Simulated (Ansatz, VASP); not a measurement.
Given: the input of a run of Ansatz 0.2.0 on Zn.

input.yaml

```yaml
crystal:
  lattice:
    - [0.0, 1.9246672763, 1.9246672763]
    - [1.9246672763, 0.0, 1.9246672763]
    - [1.9246672763, 1.9246672763, 0.0]
  atoms:
    - { symbol: Zn, position: [0.0, 0.0, 0.0] }
hamiltonian:
  xc: lda
  pseudopotentials: { kind: paw }
kpoints:
  mp_grid: { grid: [12, 12, 12] }
scf:
  occupations: { method: fermi_dirac, width: 0.05 }
output:
  forces: true
  stress: true
  eigenvalues: true
```

Potentials or basis: Ansatz PAW.

The run is started by

```bash
$ ansatz run input.yaml --threads 2 --pin off --max-ram 5632MiB --backend cpu --events-out ev --progress --plain --runs-dir out
```

Problem. Translate it to VASP 6.6.1. Potentials there: VASP PAW LDA potentials, release 64 (Zn).

Solution. As run (the cutoff follows the program's own potentials):

File INCAR:

```
SYSTEM = Zn
PREC     = Accurate       ! precision mode
ENCUT    = 520            ! plane-wave cutoff, eV
EDIFF    = 1E-6           ! SCF threshold, eV
ISMEAR   = -1             ! smearing method
SIGMA    = 0.05           ! smearing width, eV
LREAL    = .FALSE.        ! projectors in reciprocal space
LASPH    = .TRUE.         ! aspherical terms in the spheres
NELM     = 80             ! most SCF steps
ALGO     = Fast           ! electronic algorithm
ISIF     = 2              ! what is computed and relaxed
LWAVE    = .FALSE.        ! write WAVECAR
LCHARG   = .TRUE.         ! write CHGCAR
LELF     = .TRUE.         ! ELF
LVHAR    = .TRUE.       
NBANDS   = 12             ! bands
```

Contents of KPOINTS:

```
regular mesh
0
G
  12 12 12
  0 0 0
```

The input POSCAR:

```
Zn
1.0
    0.0000000000      1.9246672763      1.9246672763
    1.9246672763      0.0000000000      1.9246672763
    1.9246672763      1.9246672763      0.0000000000
Zn
1
Direct
    0.0000000000      0.0000000000      0.0000000000
```

Potentials or basis: VASP PAW LDA potentials, release 64 (Zn).

Command:

```bash
$ cat potpaw_LDA.64/Zn/POTCAR > POTCAR
$ mpirun -np 1 vasp_std > vasp.out
```

Both were run:

|  | VASP | Ansatz | Ansatz less VASP |
| --- | --- | --- | --- |
| gap on the k mesh at the Fermi level (eV) | none | none | - |
| pressure (GPa) | -4.2 | -4.8 | -0.54 |

LDA's correlation is that of Perdew and Zunger in VASP and of Perdew and Wang (1992) in Ansatz. A gap of «none» marks a metal or a gap that the smearing closes.
